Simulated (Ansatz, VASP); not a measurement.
## FePb2O4: VASP beside Ansatz

```
Fe Pb O
1.0
     0.00000    4.79781    4.79781
     4.79781    0.00000    4.79781
     4.79781    4.79781    0.00000
Fe Pb O
2 4 8
Direct
  0.00000 0.00000 0.00000
  0.25000 0.25000 0.25000
  0.62500 0.62500 0.12500
  0.62500 0.62500 0.62500
  0.62500 0.12500 0.62500
  0.12500 0.62500 0.62500
  0.33260 0.88913 0.88913
  0.88913 0.88913 0.33260
  0.88913 0.33260 0.88913
  0.88913 0.88913 0.88913
  0.36087 0.36087 0.91740
  0.36087 0.91740 0.36087
  0.91740 0.36087 0.36087
  0.36087 0.36087 0.36087
```

Alike in both runs: functional PBE; k mesh 6 × 6 × 6; occupations gaussian, width 0.1 eV; collinear spin.

Ansatz relaxed the structure, and its values are those at the end. VASP's run is a single point on that final structure, the one shown.

|  | VASP | Ansatz |
| --- | --- | --- |
| version | VASP 6.6.1 | Ansatz 0.2.0 |
| potentials or method | VASP PAW PBE potentials, release 64 (Fe, Pb_d, O), cutoff 520 eV | scalar-relativistic, plane waves, PAW |
| valence electrons in the cell | 120 | 136 |

```tsv
	VASP	Ansatz	Ansatz less VASP
gap on the k mesh at the Fermi level (eV)	none	none	-
pressure (GPa)	0.2	0.0	-0.17
rms of the force components (eV/Å)	0.064	0.000	-0.0632
net moment per atom (μB)	0.57	0.57	0.000
size of the moment on the site where the two differ most (μB)	3.24	2.96	-0.279
```

Site moments also hang on the region over which each program counts them. A gap of «none» marks a metal or a gap that the smearing closes. VASP's potentials hold 120 valence electrons a cell and Ansatz's 136, so a difference there can come from the potentials and not from the codes.

Neither program's run includes spin-orbit coupling.
